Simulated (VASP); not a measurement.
# Si in VASP: a series of runs

Si is run at these levels: PBE; tasks: relaxation of cell and atoms, single point.

All numbers are computed with VASP 6.6.1; they aren't measurements. Logs are shortened: lines on timing, memory, paths and dates and some standing lists are left out, and cuts for length are marked.

### 1 The cell of the first run

Symmetry: Cmmm, No. 65, orthorhombic system. The conventional cell has a = 2.717 Å, b = 4.486 Å, c = 2.479 Å, α = 90.00°, β = 90.00°, γ = 90.00°. Si (site symmetry mmm) has 8 Si at 2.48 to 2.72 Å within 3.3 Å.

### 2 Relaxation of cell and atoms, PBE

INCAR reads:

```
PREC = Accurate ; ENCUT = 600
EDIFF = 1E-6 ; ISMEAR = 0
SIGMA = 0.1 ; LREAL = False
LASPH = True ; NELM = 100
ALGO = Normal ; ISIF = 3
LWAVE = False ; LCHARG = False
GGA = PE ; IBRION = 2
NSW = 100 ; EDIFFG = -0.01
```

KPOINTS reads:

```
Automatic mesh
0
Gamma
  24 24 22
```

POSCAR reads:

```
Si
1.0
    1.3583945875     -2.2432097591      0.0000000000
    1.3583945875      2.2432097591      0.0000000000
    0.0000000000      0.0000000000      2.4794804128
Si
1
Direct
    0.0000000000      0.0000000000      0.5000000000
```

Potentials or basis: VASP PAW PBE potentials, release 64 (Si).

The run is started by

```
> cat potpaw_PBE.64/Si/POTCAR > POTCAR
> mpirun -np 1 vasp_std > vasp.out
```

OUTCAR:

```text
PREC = Accurate
   ENCUT = 600
   EDIFF = 1E-6
   ISMEAR = 0
   LREAL = False
   LASPH = True
   NELM = 100
   ISIF = 3
   GGA = PE
   IBRION = 2
   NSW = 100
   EDIFFG = -0.01

 ion  position               nearest neighbor table
   1  0.000  0.000  0.500-

  LATTYP: Found a base centered orthorhombic cell.
 ALAT       =     2.7167891750
 B/A-ratio  =     1.6513682988
 C/A-ratio  =     0.9126510204

  Lattice vectors:

 A1 = (   1.3583945875,  -2.2432097591,   0.0000000000)
 A2 = (   1.3583945875,   2.2432097591,   0.0000000000)
 A3 = (   0.0000000000,   0.0000000000,   2.4794804128)

Analysis of symmetry for initial positions (statically):
=====================================================================
 Subroutine PRICEL returns:
 Original cell was already a primitive cell.

 Routine SETGRP: Setting up the symmetry group for a
 base centered orthorhombic supercell.

 Subroutine GETGRP returns: Found  8 space group operations
 (whereof  8 operations were pure point group operations)
 out of a pool of  8 trial point group operations.

The static configuration has the point symmetry D_2h.

Analysis of symmetry for dynamics (positions and initial velocities):
=====================================================================
 Subroutine PRICEL returns:
 Original cell was already a primitive cell.

 Routine SETGRP: Setting up the symmetry group for a
 base centered orthorhombic supercell.

 Subroutine GETGRP returns: Found  8 space group operations
 (whereof  8 operations were pure point group operations)
 out of a pool of  8 trial point group operations.

The dynamic configuration has the point symmetry D_2h.

 Subroutine INISYM returns: Found  8 space group operations
 (whereof  8 operations are pure point group operations),
 and found     1 'primitive' translations

----------------------------------------------------------------------------------------

                                     Primitive cell

  volume of cell :      15.1108

  direct lattice vectors                    reciprocal lattice vectors
     1.358394588 -2.243209759  0.000000000     0.368081561 -0.222894893  0.000000000
     1.358394588  2.243209759  0.000000000     0.368081561  0.222894893  0.000000000
     0.000000000  0.000000000  2.479480413     0.000000000  0.000000000  0.403310304

  length of vectors
[... 85 lines left out ...]
   NFREE  =      1    steps in history (QN), initial steepest desc. (CG)
   ISIF   =      3    stress and relaxation
   ISYM   =      2    0-nonsym 1-usesym 2-fastsym
   POTIM  = 0.5000    time-step for ionic-motion
   TEBEG  =    0.0;   TEEND  =   0.0 temperature during run
   PSTRESS=    0.0 pullay stress
   NELECT =       4.0000    total number of electrons
   NUPDOWN=      -1.0000    fix difference up-down
   EMIN   =  10.00;   EMAX   =-10.00  energy-range for DOS
   EFERMI =   0.00;   METHOD = LEGACY
   ISMEAR =     0;   SIGMA  =   0.10  broadening in eV -4-tet -1-fermi 0-gaus
   EFERMI_NEDOS =   21; number of points for ismear=-14 and -15
   IALGO  =     38    algorithm
   IMIX   =      4    mixing-type and parameters
     AMIX     =   0.40;   BMIX     =  1.00
     AMIX_MAG =   1.60;   BMIX_MAG =  1.00
  volume/ion in A,a.u.               =      15.11       101.97
  Fermi-wavevector in a.u.,A,eV,Ry     =   1.051153  1.986391 15.033389  1.104923
  Thomas-Fermi vector in A             =   2.186185
   LORBIT       =      0    0 simple, 1 ext, 2 COOP (PROOUT), +10 PAW based schemes
   GGA     = PE    functional components
   LHFCALC =     F    Hartree Fock is set to
   AEXX    =    0.0000 exact exchange contribution
   IVDW    =     0    specifies the selected vdW correction
   LEPSILON=     F    determine dielectric tensor
   LRPA    =     F    only Hartree local field effects (RPA)
 conjugate gradient relaxation of ions
 non-spin polarized calculation
 Gauss-broadening in eV      SIGMA  =   0.10
  energy-cutoff  :      600.00
  volume of cell :       15.11
 maximum number of plane-waves:       518
 NGX is ok and might be reduce to    24
   NGX = 11   NGY = 11   NGZ =  9

--------------------------------------- Ionic step        1  -------------------------------------------

 number of electron       4.0000000 magnetization

 Free energy of the ion-electron system (eV)
  ---------------------------------------------------
  ext. energy  EPLUGINS =         0.00000000
  ---------------------------------------------------
  free energy    TOTEN  =        -5.11493746 eV

  energy without entropy =       -5.11290626  energy(sigma->0) =       -5.11392186

------------------------ aborting loop because EDIFF is reached ----------------------------------------

  FORCE on cell =-STRESS in cart. coord.  units (eV):
  Direction    XX          YY          ZZ          XY          YZ          ZX
  --------------------------------------------------------------------------------------
  -------------------------------------------------------------------------------------
  Total       -0.0805075      0.1019560      0.0017678      0.0000000      0.0000000      0.0000000
  in kB       -8.5361162     10.8102800      0.1874328      0.0000000      0.0000000      0.0000000
  external PRESSURE =       0.8205322 kB  Pullay stress =       0.0000000 kB
[... 197 lines left out ...]
--------------------------------------- Ionic step        7  -------------------------------------------

 number of electron       4.0000000 magnetization

 Free energy of the ion-electron system (eV)
  ---------------------------------------------------
  ext. energy  EPLUGINS =         0.00000000
  ---------------------------------------------------
  free energy    TOTEN  =        -5.11694470 eV

  energy without entropy =       -5.11505317  energy(sigma->0) =       -5.11599893

 E-fermi :   9.3529     XC(G=0): -10.9542

 val. band max:        9.3416822742   @ k =   0.5000   0.2917   0.2273
 cond. band min:       9.3531854839   @ k =   0.2917   0.0000   0.2273
 fundamental gap:      0.0115032098
 Fermi energy:         9.3529332248

 k-point     1 :       0.0000    0.0000    0.0000
  band No.  band energies     occupation
      1      -4.5590      2.00000
      2      16.8235      0.00000
      3      17.1850      0.00000
      4      19.3549      0.00000
      5      19.3921      0.00000
      6      21.4545      0.00000
[... 199 lines left out ...]
 k-point    24 :       0.4583    0.0417    0.0000
  band No.  band energies     occupation
      1       1.5362      2.00000
      2       2.9904      2.00000
      3      13.4407      0.00000
      4      16.7848      0.00000
      5      21.8144      0.00000
      6      24.4963      0.00000

 [... further k-points ...]
[... 5 lines left out ...]
  --------------------------------------------------------------------------------------
  -------------------------------------------------------------------------------------
  Total        0.0032711      0.0093784     -0.0015945      0.0000000      0.0000000      0.0000000
  in kB        0.3472969      0.9957248     -0.1692882      0.0000000      0.0000000      0.0000000
  external PRESSURE =       0.3912445 kB  Pullay stress =       0.0000000 kB
[... 16 lines left out ...]
  FREE ENERGIE OF THE ION-ELECTRON SYSTEM (eV)
  ---------------------------------------------------
  free  energy   TOTEN  =        -5.1169447023 eV

  energy  without entropy=       -5.1150531671  energy(sigma->0) =       -5.11599893

 reached required accuracy - stopping structural energy minimisation
```

Wall time 2.1 min (1 thread of Intel Xeon 6975P-C (Granite Rapids), shared host); peak memory 0.3 GiB.

What came out:

* Free energy: -5.1169 eV
* Relaxed volume: 15.09 Å³/atom
* Relaxed cell: a = 2.646 Å, b = 2.646 Å, c = 2.487 Å, α = 90.00°, β = 90.00°, γ = 119.91°
* Space group after relaxing (to 0.05 Å): P6/mmm (No. 191)
* Energy gained by relaxing: 2.0 meV/atom
* Ionic steps: 7
* Pressure after relaxing: 0.0 GPa
* Band gap on the k mesh: zero (band 2 reaches 16.82 eV, above the bottom of band 3 at 4.88 eV)

The path:
```csv
step,energy change (eV),largest force (eV/Å),pressure (GPa),volume (Å³)
1,0.0000,0.0000,0.08,15.11
2,-0.0007,0.0000,-0.09,15.13
3,-0.0016,0.0000,-0.49,15.17
4,-0.0020,0.0000,0.14,15.08
5,-0.0020,0.0000,0.19,15.07
6,-0.0020,0.0000,-0.01,15.10
7,-0.0020,0.0000,0.04,15.09
```

Final structure:
```cif
data_structure
_symmetry_space_group_name_H-M 'P 1'
_symmetry_Int_Tables_number 1
_cell_length_a 2.6456
_cell_length_b 2.6456
_cell_length_c 2.4873
_cell_angle_alpha 90.000
_cell_angle_beta 90.000
_cell_angle_gamma 119.914
_cell_volume 15.09
loop_
_atom_site_label
_atom_site_type_symbol
_atom_site_fract_x
_atom_site_fract_y
_atom_site_fract_z
_atom_site_occupancy
Si1 Si 0.00000 0.00000 0.50000 1
```

### 3 Single point, PBE

This run uses another cell than the first one, of 15.16 Å³/atom, 1.003 times its volume.

INCAR reads:

```
SYSTEM = Si
PREC = Accurate
ENCUT = 520
EDIFF = 1E-6
ISMEAR = 0
SIGMA = 0.1
LREAL = .FALSE.
LASPH = .TRUE.
NELM = 80
ALGO = Normal
ISIF = 2
LWAVE = .FALSE.
LCHARG = .FALSE.
GGA = PE
NBANDS = 8
```

KPOINTS reads:

```
regular mesh
0
G
  8 8 8
  0 0 0
```

POSCAR reads:

```
Si
1.0
    2.3123303560     -1.3353613491      0.0216610417
    2.3123303560      1.3353613491      0.0216610417
   -0.0258355992      0.0000000000      2.4549857640
Si
1
Direct
    0.5000000000      0.5000000000      0.0000000000
```

Potentials or basis: VASP PAW PBE potentials, release 64 (Si).

The run is started by

```
> cat potpaw_PBE.64/Si/POTCAR > POTCAR
> mpirun -np 1 vasp_std > vasp.out
```

OUTCAR:

```text
SYSTEM = Si
   PREC = Accurate
   ENCUT = 520
   EDIFF = 1E-6
   ISMEAR = 0
   LREAL = .FALSE.
   LASPH = .TRUE.
   NELM = 80
   ISIF = 2
   GGA = PE

 ion  position               nearest neighbor table
   1  0.500  0.500  0.000-

  LATTYP: Found a base centered monoclinic cell.
 ALAT       =     4.6248636200
 B/A-ratio  =     0.5774705846
 C/A-ratio  =     0.5308527787
 COS(beta)  =    -0.0011559878

  Lattice vectors:

 A1 = (   2.3123303560,  -1.3353613491,   0.0216610417)
 A2 = (   2.3123303560,   1.3353613491,   0.0216610417)
 A3 = (  -0.0258355992,   0.0000000000,   2.4549857640)

Analysis of symmetry for initial positions (statically):
=====================================================================
 Subroutine PRICEL returns:
 Original cell was already a primitive cell.

 Routine SETGRP: Setting up the symmetry group for a
 base centered monoclinic supercell.

 Subroutine GETGRP returns: Found  4 space group operations
 (whereof  4 operations were pure point group operations)
 out of a pool of  4 trial point group operations.

The static configuration has the point symmetry C_2h.

Analysis of symmetry for dynamics (positions and initial velocities):
=====================================================================
 Subroutine PRICEL returns:
 Original cell was already a primitive cell.

 Routine SETGRP: Setting up the symmetry group for a
 base centered monoclinic supercell.

 Subroutine GETGRP returns: Found  4 space group operations
 (whereof  4 operations were pure point group operations)
 out of a pool of  4 trial point group operations.

The dynamic configuration has the point symmetry C_2h.

 Subroutine INISYM returns: Found  4 space group operations
 (whereof  4 operations are pure point group operations),
 and found     1 'primitive' translations

----------------------------------------------------------------------------------------

                                     Primitive cell

[... 104 lines left out ...]
   EFERMI_NEDOS =   21; number of points for ismear=-14 and -15
   IALGO  =     38    algorithm
   IMIX   =      4    mixing-type and parameters
     AMIX     =   0.40;   BMIX     =  1.00
     AMIX_MAG =   1.60;   BMIX_MAG =  1.00
  volume/ion in A,a.u.               =      15.16       102.32
  Fermi-wavevector in a.u.,A,eV,Ry     =   1.049957  1.984130 14.999183  1.102409
  Thomas-Fermi vector in A             =   2.184940
   LORBIT       =      0    0 simple, 1 ext, 2 COOP (PROOUT), +10 PAW based schemes
   GGA     = PE    functional components
   LHFCALC =     F    Hartree Fock is set to
   AEXX    =    0.0000 exact exchange contribution
   IVDW    =     0    specifies the selected vdW correction
   LEPSILON=     F    determine dielectric tensor
   LRPA    =     F    only Hartree local field effects (RPA)
 non-spin polarized calculation
 Gauss-broadening in eV      SIGMA  =   0.10
  energy-cutoff  :      520.00
  volume of cell :       15.16
 maximum number of plane-waves:       419
   NGX =  9   NGY =  9   NGZ =  9

 number of electron       4.0000000 magnetization

 Free energy of the ion-electron system (eV)
  ---------------------------------------------------
  ext. energy  EPLUGINS =         0.00000000
  ---------------------------------------------------
  free energy    TOTEN  =        -5.12355002 eV

  energy without entropy =       -5.12223157  energy(sigma->0) =       -5.12289080

 E-fermi :   9.1539     XC(G=0): -10.9350

 val. band max:        9.0605541387   @ k =   0.5000   0.3750   0.5000
 cond. band min:       9.2335485173   @ k =  -0.3750   0.2500   0.3750
 fundamental gap:      0.1729943786
 Fermi energy:         9.1539487385

 k-point     1 :       0.0000    0.0000    0.0000
  band No.  band energies     occupation
      1      -4.5701      2.00000
      2      16.9477      0.00000
      3      17.7643      0.00000
      4      18.8550      0.00000
      5      18.8594      0.00000
      6      21.1831      0.00000
      7      21.1900      0.00000
      8      26.4267      0.00000
[... 243 lines left out ...]
 k-point    24 :       0.2500    0.0000    0.1250
  band No.  band energies     occupation
      1      -2.5244      2.00000
      2      10.2172      0.00000
      3      14.5590      0.00000
      4      15.7492      0.00000
      5      18.6283      0.00000
      6      25.6855      0.00000
      7      27.0846      0.00000
      8      27.7555      0.00000

 [... further k-points ...]
[... 5 lines left out ...]
  --------------------------------------------------------------------------------------
  -------------------------------------------------------------------------------------
  Total        0.0045629      0.0006814     -0.0015013      0.0000000      0.0000000      0.0092486
  in kB        0.4821496      0.0720049     -0.1586400      0.0000000      0.0000000      0.9772685
  external PRESSURE =       0.1318382 kB  Pullay stress =       0.0000000 kB

 VOLUME and BASIS-vectors are now :
 -----------------------------------------------------------------------------
  energy-cutoff  :      520.00
  volume of cell :       15.16
      direct lattice vectors                 reciprocal lattice vectors
     2.312330356 -1.335361349  0.021661042     0.216210764 -0.374430487  0.002275343
     2.312330356  1.335361349  0.021661042     0.216210764  0.374430487  0.002275343
    -0.025835599  0.000000000  2.454985764    -0.003815379  0.000000000  0.407294186

 POSITION                                       TOTAL-FORCE (eV/Angst)
 -----------------------------------------------------------------------------------
      2.31233      0.00000      0.02166         0.000000      0.000000      0.000000
 -----------------------------------------------------------------------------------
    total drift:                                0.000000      0.000000     -0.000000

  FREE ENERGIE OF THE ION-ELECTRON SYSTEM (eV)
  ---------------------------------------------------
  free  energy   TOTEN  =        -5.1235500198 eV

  energy  without entropy=       -5.1222315730  energy(sigma->0) =       -5.12289080
```

OSZICAR:

```text
N       E                     dE             d eps       ncg     rms          rms(c)
DAV:   1    -0.154632488254E+01   -0.15463E+01   -0.17474E+03  2456   0.408E+02
DAV:   2    -0.511348388702E+01   -0.35672E+01   -0.35006E+01  3480   0.323E+01
DAV:   3    -0.513073500634E+01   -0.17251E-01   -0.17248E-01  2784   0.274E+00
DAV:   4    -0.513075158104E+01   -0.16575E-04   -0.16574E-04  3856   0.906E-02
DAV:   5    -0.513075158657E+01   -0.55254E-08   -0.64238E-08  2856   0.108E-03    0.284E+00
DAV:   6    -0.512624628895E+01    0.45053E-02   -0.28995E-03  2936   0.247E-01    0.163E+00
DAV:   7    -0.512356441716E+01    0.26819E-02   -0.62633E-03  2776   0.376E-01    0.161E-01
DAV:   8    -0.512355449863E+01    0.99185E-05   -0.27238E-04  3048   0.902E-02    0.370E-02
DAV:   9    -0.512355015975E+01    0.43389E-05   -0.16177E-05  3232   0.222E-02    0.147E-02
DAV:  10    -0.512355001985E+01    0.13990E-06   -0.71770E-07  2224   0.586E-03
   1 F= -.51235500E+01 E0= -.51228908E+01  d E =-.131845E-02
```

It took 22 s on 1 thread of AMD EPYC 7R13, shared host; peak memory 0.09 GiB.

What came out:

```
Free energy            : -5.1236 eV
Pressure               : 0.0 GPa
Band gap on the k mesh : zero (band 2 reaches 16.95 eV, above the bottom of band 3 at 6.70 eV)
```

Stress tensor (GPa, compression positive):
```
 0.05  0.00  0.10
 0.00  0.01  0.00
 0.10  0.00 -0.02
```

Levels at points of the mesh, in eV from the Fermi level:
```
           k point  band 1  band 2  band 3  band 4  band 5  band 6  band 7
(0.00, 0.00, 0.00)  -13.72    7.79    8.61    9.70    9.71   12.03   12.04
(0.50, 0.00, 0.00)   -7.61   -6.50    4.84    6.42   13.13   15.71   16.84
(0.50, 0.50, 0.00)   -7.61   -6.50    4.83    6.41   13.13   15.71   16.84
(0.00, 0.00, 0.50)   -8.68   -6.86   13.41   13.41   14.94   14.94   16.01
(0.50, 0.00, 0.50)   -2.50   -2.12   -1.72    1.72    8.62   12.14   12.27
(0.50, 0.50, 0.50)   -2.50   -2.12   -1.72    1.72    8.61   12.13   12.27
```
